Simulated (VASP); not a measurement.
# BN (P1) in VASP: single point with PBEsol

Aim: the single point of BN with PBEsol.

Program: VASP 6.6.1. These are calculated values, not measurements. Logs are shortened: lines on timing, memory, paths and dates and some standing lists are left out, and cuts for length are marked.

**1. The cell of the first run**

The typed cell holds 32 atoms: a = 5.088 Å, b = 5.088 Å, c = 8.416 Å, α = 90.00°, β = 90.00°, γ = 120.00°.

**2. Single point, PBEsol**

Contents of INCAR:

```
SYSTEM = BN
  ALGO = Normal
  EDIFF = 1E-6
  ENCUT = 520
  GGA = PS
  ISIF = 2
  ISMEAR = -1
  LASPH = .True.
  LCHARG = .False.
  LREAL = Auto
  LWAVE = .False.
  NBANDS = 86
  NELM = 60
  PREC = Accurate
  SIGMA = 0.146
```

Contents of KPOINTS:

```
k-points
0
Gamma
  6 6 2
  0 0 0
```

Contents of POSCAR:

```
BN
1.0
    5.0878986338      0.0000000000      0.0000000000
   -2.5439493169      4.4062494687      0.0000000000
    0.0000000000      0.0000000000      8.4156335720
B N
16 16
Direct
    0.3235975464      0.1505995075      0.0031260867
    0.1684180480      0.3387166366      0.2627679759
    0.3508621301      0.1843424903      0.5043167533
    0.1722585983      0.3554226812      0.7508724026
    0.3327592050      0.6502570997     -0.0008349936
    0.1641599989      0.8287721850      0.2551362273
    0.3211222078      0.6644700943      0.5044157357
    0.1741304521      0.8368237037      0.7459722368
    0.8109852992      0.1509574083      0.0008363007
    0.6490909286      0.3185534569      0.2384701024
    0.8599866381      0.1913736401      0.5031869513
    0.6687683499      0.3275000679      0.7457654788
    0.8274068035      0.6702786624     -0.0065968889
    0.6614623382      0.8311059158      0.2473693730
    0.8445505574      0.6767708050      0.5033199181
    0.6653582943      0.8254863974      0.7495823037
    0.3097373003      0.1511979757      0.1898540361
    0.1720532008      0.3337618558      0.4429576179
    0.3337962489      0.1705436801      0.6844972456
    0.1451410848      0.3119174277      0.9330725884
    0.3129502984      0.6560717954      0.1886843084
    0.1743628825      0.8353349092      0.4445570221
    0.3451278471      0.6852249337      0.6879379848
    0.1639984036      0.8218722126      0.9269988924
    0.8407979878      0.1675772117      0.1878828239
    0.6844022816      0.3460605240      0.4331099933
    0.8553724373      0.1856681075      0.6871138044
    0.6541536229      0.3302280114      0.9386405590
    0.8302566902      0.6581270581      0.1901053541
    0.6770352084      0.8462022013      0.4370552696
    0.8356704935      0.6727354003      0.6801758835
    0.6690659106      0.8263724117      0.9410377641
```

Potentials or basis: VASP PAW PBE potentials, release 64 (B, N).

Run with:

```sh
$ cat potpaw_PBE.64/B/POTCAR potpaw_PBE.64/N/POTCAR > POTCAR
$ mpirun -np 1 vasp_std > vasp.out
```

OUTCAR:

```text
SYSTEM = BN
   EDIFF = 1E-6
   ENCUT = 520
   GGA = PS
   ISIF = 2
   ISMEAR = -1
   LASPH = .True.
   LREAL = Auto
   NELM = 60
   PREC = Accurate

 ion  position               nearest neighbor table
   1  0.324  0.151  0.003-  28 1.56  17 1.57  24 1.58  20 1.61
   2  0.168  0.339  0.263-  18 1.52  21 1.53  25 1.58  17 1.58
   3  0.351  0.184  0.504-  19 1.52  18 1.54  26 1.59  22 1.62
   4  0.172  0.355  0.751-  27 1.50  20 1.55  23 1.55  19 1.63
   5  0.333  0.650  0.999-  32 1.56  20 1.59  21 1.60  24 1.62
   6  0.164  0.829  0.255-  21 1.52  17 1.53  29 1.57  22 1.59
[... 24 lines left out ...]
  31  0.836  0.673  0.680-  15 1.49  16 1.54   8 1.59  12 1.62
  32  0.669  0.826  0.941-  13 1.45   9 1.52   5 1.56  16 1.61

  LATTYP: Found a hexagonal cell.
 ALAT       =     5.0878986338
 C/A-ratio  =     1.6540489852

  Lattice vectors:

 A1 = (   5.0878986338,   0.0000000000,   0.0000000000)
 A2 = (  -2.5439493169,   4.4062494687,   0.0000000000)
 A3 = (   0.0000000000,   0.0000000000,   8.4156335720)

Analysis of symmetry for initial positions (statically):
=====================================================================
 Subroutine PRICEL returns:
 Original cell was already a primitive cell.

 Routine SETGRP: Setting up the symmetry group for a
 hexagonal supercell.

 Subroutine GETGRP returns: Found  1 space group operations
 (whereof  1 operations were pure point group operations)
 out of a pool of 24 trial point group operations.

The static configuration has the point symmetry C_1 .

Analysis of symmetry for dynamics (positions and initial velocities):
=====================================================================
 Subroutine PRICEL returns:
 Original cell was already a primitive cell.

 Routine SETGRP: Setting up the symmetry group for a
 hexagonal supercell.

 Subroutine GETGRP returns: Found  1 space group operations
 (whereof  1 operations were pure point group operations)
 out of a pool of 24 trial point group operations.

The dynamic configuration has the point symmetry C_1 .

 Subroutine INISYM returns: Found  1 space group operations
 (whereof  1 operations are pure point group operations),
 and found     1 'primitive' translations

----------------------------------------------------------------------------------------

                                     Primitive cell

  volume of cell :     188.6663

  direct lattice vectors                    reciprocal lattice vectors
     5.087898634  0.000000000  0.000000000     0.196544796  0.113475191  0.000000000
    -2.543949317  4.406249469  0.000000000     0.000000000  0.226950382  0.000000000
     0.000000000  0.000000000  8.415633572     0.000000000  0.000000000  0.118826466

  length of vectors
     5.087898634  5.087898634  8.415633572     0.226950382  0.226950382  0.118826466

  position of ions in fractional coordinates (direct lattice)
     0.323597546  0.150599507  0.003126087
     0.168418048  0.338716637  0.262767976
     0.350862130  0.184342490  0.504316753
     0.172258598  0.355422681  0.750872403
     0.332759205  0.650257100  0.999165006
     0.164159999  0.828772185  0.255136227
[... 24 lines left out ...]
     0.835670493  0.672735400  0.680175883
     0.669065911  0.826372412  0.941037764

  ion indices of the primitive-cell ions
   primitive index   ion index
                 1           1
                 2           2
                 3           3
                 4           4
                 5           5
                 6           6
[... 24 lines left out ...]
                31          31
                32          32

----------------------------------------------------------------------------------------

 KPOINTS: k-points

Automatic generation of k-mesh.
 Grid dimensions read from file:
 generate k-points for:    6    6    2

 Generating k-lattice:

  Cartesian coordinates                     Fractional coordinates (reciprocal lattice)
     0.032757466  0.018912532  0.000000000     0.166666667 -0.000000000  0.000000000
     0.000000000  0.037825064  0.000000000     0.000000000  0.166666667  0.000000000
     0.000000000  0.000000000  0.059413233     0.000000000  0.000000000  0.500000000

  Length of vectors
     0.037825064  0.037825064  0.059413233

  Shift w.r.t. Gamma in fractional coordinates (k-lattice)
     0.000000000  0.000000000  0.000000000

 Subroutine IBZKPT returns following result:
 ===========================================

 Found     40 irreducible k-points:

 Following reciprocal coordinates:
            Coordinates               Weight
  0.000000  0.000000  0.000000      1.000000
  0.166667 -0.000000  0.000000      2.000000
  0.000000  0.166667  0.000000      2.000000
 -0.166667  0.166667  0.000000      2.000000
  0.333333 -0.000000  0.000000      2.000000
  0.000000  0.333333  0.000000      2.000000
[... 16 lines left out ...]
  0.000000  0.166667  0.500000      2.000000
 -0.166667  0.166667  0.500000      2.000000
 [... further k-points ...]
   k-points           NKPTS =     40   k-points in BZ     NKDIM =     40   number of bands    NBANDS=     86
   number of dos      NEDOS =    301   number of ions     NIONS =     32
   total plane-waves  NPLWV = 102400
   dimension x,y,z NGX =    40 NGY =   40 NGZ =   64
   dimension x,y,z NGXF=    80 NGYF=   80 NGZF=  128
   ions per type =              16  16
   NGX,Y,Z   is equivalent  to a cutoff of  13.07, 13.07, 12.64 a.u.
   NGXF,Y,Z  is equivalent  to a cutoff of  26.14, 26.14, 25.29 a.u.
 SYSTEM =  BN
   PREC   = accura    normal or accurate (medium, high low for compatibility)
   ISTART =      0    job   : 0-new  1-cont  2-samecut
   ICHARG =      2    charge: 1-file 2-atom 10-const
   ISPIN  =      1    spin polarized calculation?
   LNONCOLLINEAR =      F non collinear calculations
   LSORBIT =      F    spin-orbit coupling
   LASPH  =      T    aspherical Exc in radial PAW
   ENCUT  =  520.0 eV  38.22 Ry    6.18 a.u.   9.46  9.46 15.65*2*pi/ulx,y,z
   NELM   =     60;   NELMIN=  2; NELMDL= -5     # of ELM steps
   EDIFF  = 0.1E-05   stopping-criterion for ELM
   LREAL  =      T    real-space projection
   EDIFFG = 0.1E-04   stopping-criterion for IOM
   NSW    =      0    number of steps for IOM
   IBRION =     -1    ionic relax: 0-MD 1-quasi-New 2-CG
   NFREE  =      0    steps in history (QN), initial steepest desc. (CG)
   ISIF   =      2    stress and relaxation
   ISYM   =      2    0-nonsym 1-usesym 2-fastsym
   POTIM  = 0.5000    time-step for ionic-motion
   TEBEG  =    0.0;   TEEND  =   0.0 temperature during run
   PSTRESS=    0.0 pullay stress
   NELECT =     128.0000    total number of electrons
   NUPDOWN=      -1.0000    fix difference up-down
   EMIN   =  10.00;   EMAX   =-10.00  energy-range for DOS
   EFERMI =   0.00;   METHOD = LEGACY
   ISMEAR =    -1;   SIGMA  =   0.15  broadening in eV -4-tet -1-fermi 0-gaus
   EFERMI_NEDOS =   21; number of points for ismear=-14 and -15
   IALGO  =     38    algorithm
   IMIX   =      4    mixing-type and parameters
     AMIX     =   0.40;   BMIX     =  1.00
     AMIX_MAG =   1.60;   BMIX_MAG =  1.00
  volume/ion in A,a.u.               =       5.90        39.79
  Fermi-wavevector in a.u.,A,eV,Ry     =   1.438512  2.718393 28.154749  2.069316
  Thomas-Fermi vector in A             =   2.557470
   LORBIT       =      0    0 simple, 1 ext, 2 COOP (PROOUT), +10 PAW based schemes
   GGA     = PS    functional components
   LHFCALC =     F    Hartree Fock is set to
   AEXX    =    0.0000 exact exchange contribution
   IVDW    =     0    specifies the selected vdW correction
   LEPSILON=     F    determine dielectric tensor
   LRPA    =     F    only Hartree local field effects (RPA)
 non-spin polarized calculation
  energy-cutoff  :      520.00
  volume of cell :      188.67
 maximum number of plane-waves:      5120
 NGX is ok and might be reduce to    40
   NGX = 19   NGY = 19   NGZ = 31

 number of electron     127.9999997 magnetization

 Free energy of the ion-electron system (eV)
  ---------------------------------------------------
  ext. energy  EPLUGINS =         0.00000000
  ---------------------------------------------------
  free energy    TOTEN  =      -290.60055533 eV

  energy without entropy =     -290.60055525  energy(sigma->0) =     -290.60055529

 E-fermi :  10.0525     XC(G=0): -13.0183

 val. band max:        7.7598067486   @ k =   0.0000   0.0000   0.0000
 cond. band min:      12.3034940612   @ k =   0.3333   0.3333   0.0000
 fundamental gap:      4.5436873126
 Fermi energy:        10.0524554691

 k-point     1 :       0.0000    0.0000    0.0000
  band No.  band energies     occupation
      1     -12.9878      2.00000
      2     -11.5620      2.00000
      3     -11.4622      2.00000
      4      -9.1036      2.00000
      5      -8.9805      2.00000
      6      -8.9388      2.00000
[... 68 lines left out ...]
     75      15.3631      0.00000
     76      15.5831      0.00000

 k-point     2 :       0.1667   -0.0000    0.0000
  band No.  band energies     occupation
      1     -12.8394      2.00000
      2     -11.4235      2.00000
      3     -11.3306      2.00000
      4      -9.5566      2.00000
      5      -9.1742      2.00000
      6      -9.0702      2.00000
[... 68 lines left out ...]
     75      15.2288      0.00000
     76      15.5040      0.00000

 k-point     3 :       0.0000    0.1667    0.0000
  band No.  band energies     occupation
      1     -12.8382      2.00000
      2     -11.4213      2.00000
      3     -11.3268      2.00000
      4      -9.6289      2.00000
      5      -9.1850      2.00000
      6      -9.0072      2.00000
[... 1648 lines left out ...]
     75      15.1868      0.00000
     76      15.3695      0.00000

 k-point    24 :      -0.1667    0.1667    0.5000
  band No.  band energies     occupation
      1     -12.5833      2.00000
      2     -12.3209      2.00000
      3      -9.9431      2.00000
      4      -9.7841      2.00000
      5      -9.4407      2.00000
      6      -9.2232      2.00000
[... 68 lines left out ...]
     75      15.1361      0.00000
     76      15.2458      0.00000

 [... further k-points ...]

 [bands above 76 left out]

------------------------ aborting loop because EDIFF is reached ----------------------------------------

  FORCE on cell =-STRESS in cart. coord.  units (eV):
  Direction    XX          YY          ZZ          XY          YZ          ZX
  --------------------------------------------------------------------------------------
  -------------------------------------------------------------------------------------
  Total        2.6079441      0.2783172      2.1282421     -1.1733291     -0.7619957     -0.0482690
  in kB       22.1469800      2.3635039     18.0732921     -9.9640538     -6.4709610     -0.4099061
  external PRESSURE =      14.1945920 kB  Pullay stress =       0.0000000 kB

 VOLUME and BASIS-vectors are now :
 -----------------------------------------------------------------------------
  energy-cutoff  :      520.00
  volume of cell :      188.67
      direct lattice vectors                 reciprocal lattice vectors
     5.087898634  0.000000000  0.000000000     0.196544796  0.113475191  0.000000000
    -2.543949317  4.406249469  0.000000000     0.000000000  0.226950382  0.000000000
     0.000000000  0.000000000  8.415633572     0.000000000  0.000000000  0.118826466

 POSITION                                       TOTAL-FORCE (eV/Angst)
 -----------------------------------------------------------------------------------
      1.26331      0.66358      0.02631        -1.307133      0.318802     -1.503848
     -0.00478      1.49247      2.21136        -0.593659     -1.129020     -2.581798
      1.31619      0.81226      4.24414         0.719603     -1.382153     -0.839614
     -0.02774      1.56608      6.31907         1.355590     -2.083127      0.367995
      0.03882      2.86520      8.40861        -2.034826     -0.433062      0.077286
     -1.27312      3.65178      2.14713        -1.104454     -0.756565     -0.016573
[... 24 lines left out ...]
      2.54040      2.96424      5.72411         0.399761     -0.906985      2.600539
      1.30189      3.64120      7.91943        -2.456719     -0.165022     -1.712216
 -----------------------------------------------------------------------------------
    total drift:                               -0.003956     -0.001344     -0.003835

  FREE ENERGIE OF THE ION-ELECTRON SYSTEM (eV)
  ---------------------------------------------------
  free  energy   TOTEN  =      -290.6005553318 eV

  energy  without entropy=     -290.6005552500  energy(sigma->0) =     -290.60055529
```

Run time: 14 min. Hardware: 1 thread of Intel Xeon Platinum 8488C (Sapphire Rapids), shared host; peak memory 0.55 GiB.

What came out:

```
Free energy            : -290.6006 eV
Pressure               : 1.4 GPa
Largest force          : 3.822 eV/Å
Band gap on the k mesh : 4.54 eV
```

Forces on the atoms (eV/Å):
```
B   -1.307  0.319 -1.504
B   -0.594 -1.129 -2.582
B    0.720 -1.382 -0.840
B    1.356 -2.083  0.368
B   -2.035 -0.433  0.077
B   -1.104 -0.757 -0.017
B    2.986  1.756 -0.682
B   -1.406  0.782  0.213
B    1.701  2.046  0.119
B    1.571  1.362  2.417
B   -2.407 -2.873 -0.747
B   -0.887  0.976  0.611
B    2.672 -1.607  1.880
B    0.649  0.068  1.294
B   -1.238 -0.040 -2.299
B    0.907  2.027 -0.222
N    1.783  1.172 -0.308
N    0.926  1.548 -0.546
N    0.807  0.987  0.890
N    1.285  1.868  1.366
N    2.623  1.121 -0.174
N   -0.681  1.023 -1.447
N    0.060 -1.555 -0.121
N    0.060  0.386  2.487
N   -2.232 -1.270 -0.366
N   -1.168 -0.656  0.880
N   -1.767 -1.557  0.098
N    0.617 -0.649 -0.560
N   -1.348  0.362 -1.588
N   -0.492 -0.742  0.413
N    0.400 -0.907  2.601
N   -2.457 -0.165 -1.712
```

Levels at points of the mesh, in eV from the valence-band top:
```csv
k point,band 62,band 63,band 64,band 65,band 66,band 67
"(0.00, 0.00, 0.00)",-0.45,-0.17,0.00,5.62,5.71,5.88
"(0.50, 0.00, 0.00)",-1.55,-1.31,-0.95,5.53,5.72,6.78
"(0.00, 0.50, 0.00)",-1.67,-1.30,-1.21,5.57,5.77,6.65
"(0.50, 0.50, 0.00)",-1.70,-1.26,-1.12,5.46,5.71,6.63
"(0.00, 0.00, 0.50)",-0.63,-0.45,-0.17,5.62,5.76,5.97
"(0.50, 0.00, 0.50)",-1.68,-1.62,-1.15,6.37,6.48,6.60
"(0.00, 0.50, 0.50)",-1.87,-1.70,-1.48,6.36,6.48,6.61
"(0.50, 0.50, 0.50)",-1.84,-1.60,-1.41,6.24,6.39,6.69
```

Caveat: the PAW data sets were made with another functional, which shifts forces and pressure a little.
